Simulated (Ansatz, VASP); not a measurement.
## Two plane-wave programs on ZrS

```
Zr S
1.0
     0.00000    2.66438    2.62500
     2.66438    0.00000    2.62500
     2.66438    2.66438    0.00000
Zr S
1 1
Cartesian
  0.0000 0.0000 0.0000
  2.6644 2.6644 2.6250
```

Change from the starting cell: strain +0.015 along x and y, +0.000 along z, atoms carried along.

Alike in both runs: task single point; functional PBEsol; k mesh 16 × 16 × 16; occupations gaussian, width 0.15 eV; no spin polarisation.

|  | VASP | Ansatz |
| --- | --- | --- |
| version | VASP 6.6.1 | Ansatz 0.2.0 |
| potentials or method | VASP PAW PBE potentials, release 64 (Zr_sv, S), cutoff 520 eV | scalar-relativistic, plane waves, PAW |
| valence electrons in the cell | 18 | 18 |

Ansatz gave:

* gap on the k mesh at the Fermi level (eV): none
* pressure (GPa): -9.7
* traceless stress, the component that is largest in VASP (GPa): 2.07

Which values does VASP return?

gap on the k mesh at the Fermi level (eV): none; pressure (GPa): -9.5; traceless stress, the component that is largest in VASP (GPa): 2.09.

VASP's potentials were made for PBE, not for PBEsol. A gap of «none» marks a metal or a gap that the smearing closes. With one functional, cell and mesh, what is left measures potentials, basis and numerics.
